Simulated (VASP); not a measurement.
Wanted: the native input for a VASP 6.6.1 run.

```yaml
Task: single point
Functional: PBEsol
Potentials_or_basis: VASP PAW PBE potentials, release 64 (Bi_d, Se)
Cutoff: 520 eV
k_mesh: 12 × 12 × 12
Occupations: gaussian, width 0.03 eV
Spin: no spin polarisation
Dipole_correction: no
Further_INCAR_settings: ALGO = Normal; EDIFF = 1e-06; NBANDS = 32
```

The structure of Bi2Se3 lies in POSCAR:

```
Bi2Se3
1.0
    1.9493554721      1.1254609065     10.7789993251
   -1.9493554721      1.1254609065     10.7789993251
    0.0000000000     -2.2509218131     10.7789993251
Bi Se
2 3
Direct
    0.4008000000      0.4008000000      0.4008000000
    0.5992000000      0.5992000000      0.5992000000
    0.0000000000      0.0000000000      0.0000000000
    0.2117000000      0.2117000000      0.2117000000
    0.7883000000      0.7883000000      0.7883000000
```

This cell differs from its parent crystal: ratio of the length along z to the lengths across it x 1.2, volume and fractional coordinates fixed.

These files were run (other wordings do the same):

INCAR

```
SYSTEM = Bi2Se3
ALGO     = Normal         ! electronic algorithm
EDIFF    = 1E-6           ! SCF threshold, eV
ENCUT    = 520            ! plane-wave cutoff, eV
GGA      = PS             ! functional
ISIF     = 2              ! what is computed and relaxed
ISMEAR   = 0              ! smearing method
LASPH    = .True.         ! aspherical terms in the spheres
LCHARG   = .False.        ! write CHGCAR
LREAL    = .False.        ! projectors in reciprocal space
LWAVE    = .False.        ! write WAVECAR
NBANDS   = 32             ! bands
NELM     = 60             ! most SCF steps
PREC     = Accurate       ! precision mode
SIGMA    = 0.03           ! smearing width, eV
```

KPOINTS

```
k-points
0
Gamma
  12 12 12
  0 0 0
```

Potentials or basis: VASP PAW PBE potentials, release 64 (Bi_d, Se).

Run with:

```console
$ cat potpaw_PBE.64/Bi_d/POTCAR potpaw_PBE.64/Se/POTCAR > POTCAR
$ mpirun -np 1 vasp_std > vasp.out
```

Results of the run:

```yaml
Pressure: -0.5 GPa
Largest_force: 0.550 eV/Å
Band_gap_on_the_k_mesh: 0.11 eV (least direct gap 0.75 eV)
```

Caveat: the stress differs along the axes, from -7 to 2 GPa; the PAW data sets were made with another functional, which shifts forces and pressure a little; spin-orbit coupling is left out, which moves the levels of the heavy elements.

It took 63 min on 1 thread of Intel(R) Xeon(R) 6975P-C (Granite Rapids), with other jobs on the host, peak memory 1.5 GiB.
